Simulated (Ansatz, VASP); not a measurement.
**Two plane-wave programs on TiO2**

File INCAR:

```
PREC = Accurate
ENCUT = 520
EDIFF = 1E-7
ISMEAR = -1
SIGMA = 0.05
LREAL = F
LASPH = T
NELM = 80
ALGO = Normal
ISIF = 2
LWAVE = F
LCHARG = F
GGA = RP
NBANDS = 33
```

KPOINTS

```
regular mesh
0
Gamma
  10 10 10
```

The input POSCAR:

```
TiO2
1.0
   -1.8921000000      1.8921000000      4.7573000000
    1.8921000000     -1.8921000000      4.7573000000
    1.8921000000      1.8921000000     -4.7573000000
Ti O
2 4
Direct
    0.7500000000      0.2500000000      0.5000000000
    0.0000000000      0.0000000000      0.0000000000
    0.7919000000      0.7919000000      0.0000000000
    0.5419000000      0.0419000000      0.5000000000
    0.9581000000      0.4581000000      0.5000000000
    0.2081000000      0.2081000000      0.0000000000
```

Contents of input.yaml:

```yaml
crystal:
  lattice:
    - [-1.8921, 1.8921, 4.7573]
    - [1.8921, -1.8921, 4.7573]
    - [1.8921, 1.8921, -4.7573]
  atoms:
    - { symbol: Ti, position: [0.75, 0.25, 0.5] }
    - { symbol: Ti, position: [0.0, 0.0, 0.0] }
    - { symbol: O, position: [0.7919, 0.7919, 0.0] }
    - { symbol: O, position: [0.5419, 0.0419, 0.5] }
    - { symbol: O, position: [0.9581, 0.4581, 0.5] }
    - { symbol: O, position: [0.2081, 0.2081, 0.0] }
hamiltonian:
  xc: rpbe
  pseudopotentials: { kind: paw }
kpoints:
  mp_grid: { grid: [10, 10, 10] }
  band_path:
    path:
      - [[0.0, 0.0, 0.0], [-0.5, 0.5, 0.0], [-0.5, 0.5, -0.0790928267], [-0.2895464134, 0.2895464134, -0.2895464134], [0.0, 0.0, 0.0], [0.5, 0.5, -0.5], [0.2895464134, 0.7104535866, -0.7104535866], [0.0, 0.5, -0.5], [-0.25, 0.75, -0.25], [0.0790928267, 0.9209071733, -0.5], [0.5, 0.5, -0.5]]
      - [[-0.5, 0.5, 0.0], [-0.25, 0.75, -0.25]]
    npoints: 14
scf:
  occupations: { method: fermi_dirac, width: 0.05 }
  n_extra_bands: 15
output:
  forces: true
  stress: true
  eigenvalues: true
  fatbands: true
```

Alike in both runs: functional RPBE; k mesh 10 × 10 × 10; occupations fermi-dirac, width 0.05 eV; no spin polarisation.

|  | VASP | Ansatz |
| --- | --- | --- |
| version | VASP 6.6.1 | Ansatz 0.2.0 |
| potentials or method | VASP PAW PBE potentials, release 64 (Ti_sv, O) | Ansatz PAW |
| plane-wave cutoff (eV) | 520 | 420 |
| valence electrons in the cell | 48 | 48 |
| task | single point | band structure |

```tsv
	VASP	Ansatz	Ansatz less VASP
gap on the k mesh at the Fermi level (eV)	2.16	2.18	+0.023
least direct gap on the mesh (eV)	2.48	2.50	+0.020
pressure (GPa)	10.4	9.8	-0.64
traceless stress, the component that is largest in VASP (GPa)	0.98	0.88	-0.098
rms of the force components (eV/Å)	0.090	0.080	-0.0102
```

VASP's potentials were made for PBE, not for RPBE. Atom by atom the forces differ by 0.010 eV/Å (rms over components).
